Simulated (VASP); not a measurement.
# Tl (I4/mmm) in VASP: a series of runs

Runs on Tl. Level: PBEsol. Tasks: single point.

All numbers are computed with VASP 6.6.1; they aren't measurements. Logs are shortened: lines on timing, memory, paths and dates and some standing lists are left out, and cuts for length are marked.

### 1 The cell of the first run

Symmetry: I4/mmm, No. 139, tetragonal system. The conventional cell has a = 3.688 Å, b = 3.688 Å, c = 3.785 Å, α = 90.00°, β = 90.00°, γ = 90.00°. Tl (site symmetry 4/mmm) has 14 Tl at 3.22 to 3.78 Å within 4.2 Å.

### 2 Single point, PBEsol (strain -0.050 along x and y, -0.025 along z)

Contents of INCAR:

```
PREC = Accurate
ENCUT = 520
EDIFF = 1E-6
ISMEAR = 0
SIGMA = 0.15
LREAL = False
LASPH = True
NELM = 80
ALGO = Fast
ISIF = 2
LWAVE = False
LCHARG = False
GGA = PS
NBANDS = 12
```

Contents of KPOINTS:

```
regular mesh
0
Gamma
  18 18 18
```

Contents of POSCAR:

```
Tl
1.0
   -1.8439500000      1.8439500000      1.8924750000
    1.8439500000     -1.8439500000      1.8924750000
    1.8439500000      1.8439500000     -1.8924750000
Tl
1
Direct
    0.0000000000      0.0000000000      0.0000000000
```

Potentials or basis: VASP PAW PBE potentials, release 64 (Tl_d).

Launch:

```sh
$ cat potpaw_PBE.64/Tl_d/POTCAR > POTCAR
$ mpirun -np 1 vasp_std > vasp.out
```

OUTCAR:

```text
PREC = Accurate
   ENCUT = 520
   EDIFF = 1E-6
   ISMEAR = 0
   LREAL = False
   LASPH = True
   NELM = 80
   ISIF = 2
   GGA = PS

 ion  position               nearest neighbor table
   1  0.000  0.000  0.000-

  LATTYP: Found a body centered tetragonal cell.
 ALAT       =     3.6879000000
 C/A-ratio  =     1.0263157895

  Lattice vectors:

 A1 = (  -1.8439500000,   1.8439500000,   1.8924750000)
 A2 = (   1.8439500000,  -1.8439500000,   1.8924750000)
 A3 = (   1.8439500000,   1.8439500000,  -1.8924750000)

Analysis of symmetry for initial positions (statically):
=====================================================================
 Subroutine PRICEL returns:
 Original cell was already a primitive cell.

 Routine SETGRP: Setting up the symmetry group for a
 body centered tetragonal supercell.

 Subroutine GETGRP returns: Found 16 space group operations
 (whereof 16 operations were pure point group operations)
 out of a pool of 16 trial point group operations.

The static configuration has the point symmetry D_4h.

Analysis of symmetry for dynamics (positions and initial velocities):
=====================================================================
 Subroutine PRICEL returns:
 Original cell was already a primitive cell.

 Routine SETGRP: Setting up the symmetry group for a
 body centered tetragonal supercell.

 Subroutine GETGRP returns: Found 16 space group operations
 (whereof 16 operations were pure point group operations)
 out of a pool of 16 trial point group operations.

The dynamic configuration has the point symmetry D_4h.

 Subroutine INISYM returns: Found 16 space group operations
 (whereof 16 operations are pure point group operations),
 and found     1 'primitive' translations

----------------------------------------------------------------------------------------

                                     Primitive cell

  volume of cell :      25.7388

  direct lattice vectors                    reciprocal lattice vectors
    -1.843950000  1.843950000  1.892475000     0.000000000  0.271157027  0.264204283
     1.843950000 -1.843950000  1.892475000     0.271157027  0.000000000  0.264204283
     1.843950000  1.843950000 -1.892475000     0.271157027  0.271157027  0.000000000

  length of vectors
     3.222074616  3.222074616  3.222074616     0.378589535  0.378589535  0.383473945

  position of ions in fractional coordinates (direct lattice)
     0.000000000  0.000000000  0.000000000

  ion indices of the primitive-cell ions
   primitive index   ion index
                 1           1

----------------------------------------------------------------------------------------

 KPOINTS: regular mesh

Automatic generation of k-mesh.
 Grid dimensions read from file:
 generate k-points for:   18   18   18

 Generating k-lattice:

  Cartesian coordinates                     Fractional coordinates (reciprocal lattice)
     0.000000000  0.015064279  0.014678016     0.055555556  0.000000000  0.000000000
     0.015064279  0.000000000  0.014678016     0.000000000  0.055555556  0.000000000
     0.015064279  0.015064279  0.000000000     0.000000000  0.000000000  0.055555556

  Length of vectors
     0.021032752  0.021032752  0.021304108

  Shift w.r.t. Gamma in fractional coordinates (k-lattice)
     0.000000000  0.000000000  0.000000000

 Subroutine IBZKPT returns following result:
 ===========================================

 Found    480 irreducible k-points:

 Following reciprocal coordinates:
            Coordinates               Weight
  0.000000  0.000000  0.000000      1.000000
  0.055556 -0.000000  0.000000      8.000000
  0.111111 -0.000000  0.000000      8.000000
  0.166667 -0.000000  0.000000      8.000000
  0.222222 -0.000000  0.000000      8.000000
  0.277778  0.000000  0.000000      8.000000
[... 16 lines left out ...]
 -0.277778  0.055556 -0.000000     16.000000
 -0.222222  0.055556 -0.000000     16.000000
 [... further k-points ...]
   k-points           NKPTS =    480   k-points in BZ     NKDIM =    480   number of bands    NBANDS=     12
   number of dos      NEDOS =    301   number of ions     NIONS =      1
   total plane-waves  NPLWV =  13824
   dimension x,y,z NGX =    24 NGY =   24 NGZ =   24
   dimension x,y,z NGXF=    48 NGYF=   48 NGZF=   48
   ions per type =               1
   NGX,Y,Z   is equivalent  to a cutoff of  12.38, 12.38, 12.38 a.u.
   NGXF,Y,Z  is equivalent  to a cutoff of  24.77, 24.77, 24.77 a.u.
 SYSTEM =  unknown system
   PREC   = accura    normal or accurate (medium, high low for compatibility)
   ISTART =      0    job   : 0-new  1-cont  2-samecut
   ICHARG =      2    charge: 1-file 2-atom 10-const
   ISPIN  =      1    spin polarized calculation?
   LNONCOLLINEAR =      F non collinear calculations
   LSORBIT =      F    spin-orbit coupling
   LASPH  =      T    aspherical Exc in radial PAW
   ENCUT  =  520.0 eV  38.22 Ry    6.18 a.u.   5.99  5.99  5.99*2*pi/ulx,y,z
   NELM   =     80;   NELMIN=  2; NELMDL= -5     # of ELM steps
   EDIFF  = 0.1E-05   stopping-criterion for ELM
   LREAL  =      F    real-space projection
   EDIFFG = 0.1E-04   stopping-criterion for IOM
   NSW    =      0    number of steps for IOM
   IBRION =     -1    ionic relax: 0-MD 1-quasi-New 2-CG
   NFREE  =      0    steps in history (QN), initial steepest desc. (CG)
   ISIF   =      2    stress and relaxation
   ISYM   =      2    0-nonsym 1-usesym 2-fastsym
   POTIM  = 0.5000    time-step for ionic-motion
   TEBEG  =    0.0;   TEEND  =   0.0 temperature during run
   PSTRESS=    0.0 pullay stress
   NELECT =      13.0000    total number of electrons
   NUPDOWN=      -1.0000    fix difference up-down
   EMIN   =  10.00;   EMAX   =-10.00  energy-range for DOS
   EFERMI =   0.00;   METHOD = LEGACY
   ISMEAR =     0;   SIGMA  =   0.15  broadening in eV -4-tet -1-fermi 0-gaus
   EFERMI_NEDOS =   21; number of points for ismear=-14 and -15
   IALGO  =     68    algorithm
   IMIX   =      4    mixing-type and parameters
     AMIX     =   0.40;   BMIX     =  1.00
     AMIX_MAG =   1.60;   BMIX_MAG =  1.00
  volume/ion in A,a.u.               =      25.74       173.69
  Fermi-wavevector in a.u.,A,eV,Ry     =   1.303746  2.463724 23.126568  1.699755
  Thomas-Fermi vector in A             =   2.434728
   LORBIT       =      0    0 simple, 1 ext, 2 COOP (PROOUT), +10 PAW based schemes
   GGA     = PS    functional components
   LHFCALC =     F    Hartree Fock is set to
   AEXX    =    0.0000 exact exchange contribution
   IVDW    =     0    specifies the selected vdW correction
   LEPSILON=     F    determine dielectric tensor
   LRPA    =     F    only Hartree local field effects (RPA)
 non-spin polarized calculation
 RMM-DIIS sequential band-by-band and
 Gauss-broadening in eV      SIGMA  =   0.15
  energy-cutoff  :      520.00
  volume of cell :       25.74
 maximum number of plane-waves:       711
   NGX = 11   NGY = 11   NGZ = 11

 number of electron      12.9999999 magnetization

 Free energy of the ion-electron system (eV)
  ---------------------------------------------------
  ext. energy  EPLUGINS =         0.00000000
  ---------------------------------------------------
  free energy    TOTEN  =        -2.59005580 eV

  energy without entropy =       -2.58662742  energy(sigma->0) =       -2.58834161

 E-fermi :   7.5666     XC(G=0): -10.9060

 val. band max:        7.5520183829   @ k =   0.2778   0.2222   0.2222
 cond. band min:       7.5681102758   @ k =  -0.1667  -0.3889   0.1667
 fundamental gap:      0.0160918930
 Fermi energy:         7.5665959234

 k-point     1 :       0.0000    0.0000    0.0000
  band No.  band energies     occupation
      1      -4.2530      2.00000
      2      -4.2530      2.00000
      3      -4.2089      2.00000
      4      -3.7056      2.00000
      5      -3.6629      2.00000
      6      -3.2766      2.00000
      7      19.4131      0.00000
      8      19.5908      0.00000
      9      19.5908      0.00000
     10      19.8834      0.00000
     11      20.3250      0.00000
     12      20.3250      0.00000

 k-point     2 :       0.0556   -0.0000    0.0000
  band No.  band energies     occupation
      1      -4.2489      2.00000
      2      -4.2479      2.00000
      3      -4.1953      2.00000
      4      -3.7117      2.00000
      5      -3.6659      2.00000
      6      -3.1998      2.00000
      7      18.5398      0.00000
      8      19.3103      0.00000
      9      19.3109      0.00000
     10      19.8476      0.00000
     11      20.1818      0.00000
     12      20.2681      0.00000

 k-point     3 :       0.1111   -0.0000    0.0000
  band No.  band energies     occupation
      1      -4.2623      2.00000
      2      -4.2404      2.00000
      3      -4.1302      2.00000
      4      -3.7313      2.00000
      5      -3.6712      2.00000
      6      -2.9625      2.00000
      7      16.6131      0.00000
      8      18.5784      0.00000
      9      18.6879      0.00000
     10      19.7261      0.00000
     11      20.1728      0.00000
     12      20.2135      0.00000

 k-point     4 :       0.1667   -0.0000    0.0000
  band No.  band energies     occupation
      1      -4.2927      2.00000
      2      -4.2458      2.00000
      3      -4.0181      2.00000
      4      -3.7576      2.00000
      5      -3.6754      2.00000
      6      -2.5563      2.00000
      7      14.5071      0.00000
      8      17.6424      0.00000
      9      17.9050      0.00000
     10      19.4423      0.00000
     11      20.0760      0.00000
     12      20.6246      0.00000

 k-point     5 :       0.2222   -0.0000    0.0000
  band No.  band energies     occupation
      1      -4.3313      2.00000
      2      -4.2751      2.00000
      3      -3.8748      2.00000
      4      -3.7757      2.00000
      5      -3.6780      2.00000
      6      -1.9803      2.00000
      7      12.4209      0.00000
      8      16.6811      0.00000
      9      17.1397      0.00000
     10      19.1900      0.00000
     11      19.9831      0.00000
     12      21.2267      0.00000
[... 228 lines left out ...]
      1      -4.4259      2.00000
      2      -4.3993      2.00000
      3      -3.7715      2.00000
      4      -3.6763      2.00000
      5      -3.5079      2.00000
      6       0.2376      2.00000
      7       7.6457      0.45597
      8      14.2578      0.00000
      9      15.4606      0.00000
     10      19.2267      0.00000
     11      20.2210      0.00000
     12      22.6079      0.00000

 k-point    22 :      -0.3333    0.0556   -0.0000
  band No.  band energies     occupation
      1      -4.3887      2.00000
      2      -4.3433      2.00000
      3      -3.7810      2.00000
      4      -3.6849      2.00000
      5      -3.6432      2.00000
      6      -0.7319      2.00000
      7       9.4570      0.00000
      8      14.8825      0.00000
      9      15.9248      0.00000
     10      19.3590      0.00000
     11      20.2897      0.00000
     12      21.9033      0.00000

 k-point    23 :      -0.2778    0.0556   -0.0000
  band No.  band energies     occupation
      1      -4.3481      2.00000
      2      -4.2888      2.00000
      3      -3.8091      2.00000
      4      -3.7797      2.00000
      5      -3.6772      2.00000
      6      -1.5537      2.00000
      7      11.3906      0.00000
      8      15.6485      0.00000
      9      16.5241      0.00000
     10      19.5520      0.00000
     11      20.3708      0.00000
     12      21.2250      0.00000

 k-point    24 :      -0.2222    0.0556   -0.0000
  band No.  band energies     occupation
      1      -4.3082      2.00000
      2      -4.2520      2.00000
      3      -3.9530      2.00000
      4      -3.7666      2.00000
      5      -3.6797      2.00000
      6      -2.2159      2.00000
      7      13.4173      0.00000
      8      16.5114      0.00000
      9      17.2310      0.00000
     10      19.8003      0.00000
     11      20.4325      0.00000
     12      20.6404      0.00000

 [... further k-points ...]
[... 5 lines left out ...]
  --------------------------------------------------------------------------------------
  -------------------------------------------------------------------------------------
  Total        0.8269033      0.8269033      0.7523123      0.0000000      0.0000000      0.0000000
  in kB       51.4726901     51.4726901     46.8295876      0.0000000      0.0000000      0.0000000
  external PRESSURE =      49.9249893 kB  Pullay stress =       0.0000000 kB

 VOLUME and BASIS-vectors are now :
 -----------------------------------------------------------------------------
  energy-cutoff  :      520.00
  volume of cell :       25.74
      direct lattice vectors                 reciprocal lattice vectors
    -1.843950000  1.843950000  1.892475000     0.000000000  0.271157027  0.264204283
     1.843950000 -1.843950000  1.892475000     0.271157027  0.000000000  0.264204283
     1.843950000  1.843950000 -1.892475000     0.271157027  0.271157027  0.000000000

 POSITION                                       TOTAL-FORCE (eV/Angst)
 -----------------------------------------------------------------------------------
      0.00000      0.00000      0.00000        -0.000000     -0.000000      0.000000
 -----------------------------------------------------------------------------------
    total drift:                                0.000000      0.000000     -0.000000

  FREE ENERGIE OF THE ION-ELECTRON SYSTEM (eV)
  ---------------------------------------------------
  free  energy   TOTEN  =        -2.5900558003 eV

  energy  without entropy=       -2.5866274164  energy(sigma->0) =       -2.58834161
```

Run time: 2 min. Hardware: 1 thread of Intel Xeon 8259CL, shared host; peak memory 0.25 GiB.

What came out:

```yaml
Free_energy: -2.5901 eV
Pressure: 5.0 GPa
Band_gap_on_the_k_mesh: zero (an odd number of electrons rules out a gap without spin polarisation)
```

Caveat: the cell differs from its parent crystal (strain -0.050 along x and y, -0.025 along z); the cell stands under pressure; the PAW data sets were made with another functional, which shifts forces and pressure a little; spin-orbit coupling is left out, which moves the levels of the heavy elements.

### 3 Single point, PBEsol (strain -0.050 along x and y, +0.000 along z)

Contents of INCAR:

```
SYSTEM = Tl
PREC = Accurate ; ENCUT = 520
EDIFF = 1E-6 ; ISMEAR = 0
SIGMA = 0.15 ; LREAL = .FALSE.
LASPH = .TRUE. ; NELM = 100
ALGO = Fast ; ISIF = 2
LWAVE = .FALSE. ; LCHARG = .FALSE.
GGA = PS ; NBANDS = 12
```

Contents of KPOINTS:

```
regular mesh
0
G
  18 18 18
  0 0 0
```

Contents of POSCAR:

```
Tl
1.0
   -1.8439500000      1.8439500000      1.9410000000
    1.8439500000     -1.8439500000      1.9410000000
    1.8439500000      1.8439500000     -1.9410000000
Tl
1
Direct
    0.0000000000      0.0000000000      0.0000000000
```

Potentials or basis: VASP PAW PBE potentials, release 64 (Tl_d).

Launch:

```sh
$ cat potpaw_PBE.64/Tl_d/POTCAR > POTCAR
$ mpirun -np 1 vasp_std > vasp.out
```

It took 1.8 min on 1 thread of Intel Xeon 8259CL, shared host; peak memory 0.26 GiB.

It converged, with:

```yaml
Free_energy: -2.6060 eV
Pressure: 3.5 GPa
Band_gap_on_the_k_mesh: zero (an odd number of electrons rules out a gap without spin polarisation)
```

Stress tensor (GPa, compression positive):
```
3.78 0.00 0.00
0.00 3.78 0.00
0.00 0.00 3.03
```

Levels at points of the mesh, in eV from the Fermi level:
```tsv
k point	band 4	band 5	band 6	band 7	band 8	band 9
(0.00, 0.00, 0.00)	-11.28	-11.20	-10.65	11.41	11.69	11.69
(0.50, 0.00, 0.00)	-11.21	-10.89	-5.06	-3.16	6.45	7.70
(0.50, 0.50, 0.00)	-11.19	-10.87	-4.74	-2.99	5.70	6.82
(0.50, 0.50, 0.50)	-10.96	-10.96	-1.17	0.71	1.75	1.75
```

Caveat: the cell differs from its parent crystal (strain -0.050 along x and y, +0.000 along z); the cell stands under pressure; the PAW data sets were made with another functional, which shifts forces and pressure a little; spin-orbit coupling is left out, which moves the levels of the heavy elements.

### 4 Single point, PBEsol (strain -0.025 along x and y, -0.050 along z)

Contents of INCAR:

```
SYSTEM = Tl
  PREC = Accurate
  ENCUT = 520
  EDIFF = 1E-6
  ISMEAR = 0
  SIGMA = 0.15
  LREAL = .FALSE.
  LASPH = .TRUE.
  NELM = 60
  ALGO = Fast
  ISIF = 2
  LWAVE = .FALSE.
  LCHARG = .TRUE.
  GGA = PS
  LELF = .TRUE.
  LVHAR = .TRUE.
  NBANDS = 12
```

Contents of KPOINTS:

```
Automatic mesh
0
G
  18 18 18
  0 0 0
```

Contents of POSCAR:

```
Tl
1.0
   -1.8924750000      1.8924750000      1.8439500000
    1.8924750000     -1.8924750000      1.8439500000
    1.8924750000      1.8924750000     -1.8439500000
Tl
1
Direct
    0.0000000000      0.0000000000      0.0000000000
```

Launch:

```sh
$ cat potpaw_PBE.64/Tl_d/POTCAR > POTCAR
$ mpirun -np 1 vasp_std > vasp.out
```

Run time: 96 s. Hardware: 1 thread of Intel Xeon 8259CL, shared host; peak memory 0.26 GiB.

Results (log left out):

```
Free energy            : -2.6083 eV
Pressure               : 3.5 GPa
Band gap on the k mesh : zero (an odd number of electrons rules out a gap without spin polarisation)
```

Stress tensor (GPa, compression positive):
```
3.38 0.00 0.00
0.00 3.38 0.00
0.00 0.00 3.67
```

Levels at points of the mesh, in eV from the Fermi level:
| k point | band 3 | band 4 | band 5 | band 6 | band 7 | band 8 | band 9 | band 10 |
| --- | --- | --- | --- | --- | --- | --- | --- | --- |
| (0.00, 0.00, 0.00) | -11.73 | -11.24 | -11.20 | -10.64 | 11.57 | 11.57 | 11.92 | 12.47 |
| (0.50, 0.00, 0.00) | -11.25 | -11.20 | -10.87 | -4.89 | -3.07 | 6.06 | 7.25 | 10.61 |
| (0.50, 0.50, 0.00) | -11.29 | -11.23 | -10.88 | -5.06 | -3.15 | 6.45 | 7.71 | 11.11 |
| (0.50, 0.50, 0.50) | -10.96 | -10.96 | -10.95 | -1.11 | 1.23 | 1.23 | 1.77 | 6.63 |

Caveat: the cell differs from its parent crystal (strain -0.025 along x and y, -0.050 along z); the cell stands under pressure; the PAW data sets were made with another functional, which shifts forces and pressure a little; spin-orbit coupling is left out, which moves the levels of the heavy elements.

### 5 Summary

| cell | gap on the mesh (eV) | pressure (GPa) |
| --- | --- | --- |
| a = 3.222 Å, angles 110.2, 110.2, 108.1°, 1 atom | none | 5.0 |
| a = 3.251 Å, angles 110.9, 110.9, 106.7°, 1 atom | none | 3.5 |
| a = 3.250 Å, angles 108.8, 108.8, 110.9°, 1 atom | none | 3.5 |

Alike in all rows: task single point; level PBEsol; potentials or basis VASP PAW PBE potentials, release 64 (Tl_d); no spin polarisation; k mesh 18 × 18 × 18; cutoff (eV) 520; smearing gaussian 0.15 eV.

Caveats: the cell stands under pressure; the PAW data sets were made with another functional, which shifts forces and pressure a little; spin-orbit coupling is left out, which moves the levels of the heavy elements.

Total energies depend on the potentials used, so only differences within one code and one set of settings carry meaning.

The gap in the log of VASP goes by the Fermi energy; the results here count the filled bands.